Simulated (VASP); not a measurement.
A run of VASP 6.6.1 is set up as follows.

Contents of INCAR:

```
PREC = Accurate
ENCUT = 520
EDIFF = 1E-6
ISMEAR = 0
SIGMA = 0.1
LREAL = False
LASPH = True
NELM = 100
ALGO = Normal
ISIF = 2
LWAVE = False
LCHARG = True
GGA = PE
LELF = True
LVHAR = True
NBANDS = 34
```

Contents of KPOINTS:

```
Automatic mesh
0
Gamma
  6 6 12
```

File POSCAR:

```
WBrF4
1.0
    4.6730533941     -5.1955469439      0.0000000000
    4.6730533941      5.1955469439      0.0000000000
    0.0000000000      0.0000000000      3.3068853813
W Br F
1 1 4
Direct
    0.0000000000      0.0000000000      0.0000000000
    0.5000000000      0.5000000000      0.5000000000
    0.1287059230      0.1287059230      0.5000000000
    0.8712940770      0.8712940770      0.5000000000
    0.8242300108      0.1757699892      0.0000000000
    0.1757699892      0.8242300108      0.0000000000
```

Potentials or basis: VASP PAW PBE potentials, release 64 (W_sv, Br, F).

Run with:

```console
$ cat potpaw_PBE.64/W_sv/POTCAR potpaw_PBE.64/Br/POTCAR potpaw_PBE.64/F/POTCAR > POTCAR
$ mpirun -np 1 vasp_std > vasp.out
```

Task: Predict the largest force.

Result: 0.452 eV/Å.

Task: Predict the band gap on the k mesh.

Result: Zero (an odd number of electrons rules out a gap without spin polarisation).

Task: Predict the pressure.

Result: 0.8 GPa.

Forces in eV/Å, atoms in the order of the input:
```
W    0.000  0.000  0.000
Br   0.000  0.000  0.000
F    0.159  0.000  0.000
F   -0.159  0.000  0.000
F    0.000  0.452  0.000
F    0.000 -0.452  0.000
```

Caveat: spin-orbit coupling is left out, which moves the levels of the heavy elements; an odd number of electrons without spin polarisation forces a metal; a magnetic or distorted state may lie lower.
